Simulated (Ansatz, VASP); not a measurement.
Sn: VASP beside Ansatz

```
CELL_PARAMETERS angstrom
0.00000 3.49741 3.49741
3.49741 0.00000 3.49741
3.49741 3.49741 0.00000
ATOMIC_POSITIONS crystal
Sn 0.50000 0.50000 0.50000
Sn 0.75000 0.75000 0.75000
```

Alike in both runs: task single point; functional RPBE; k mesh 13 × 13 × 13; occupations fermi-dirac, width 0.1 eV; no spin polarisation.

```csv
,VASP,Ansatz
version,VASP 6.6.1,Ansatz 0.2.0
potentials or method,"VASP PAW PBE potentials, release 64 (Sn_d), cutoff 520 eV","plane waves (420 eV) with PAW, scalar-relativistic"
valence electrons in the cell,28,28
```

```csv
,VASP,Ansatz,Ansatz less VASP
pressure (GPa),-2.8,-2.8,+0.01
```

VASP's potentials were made for PBE, not for RPBE.
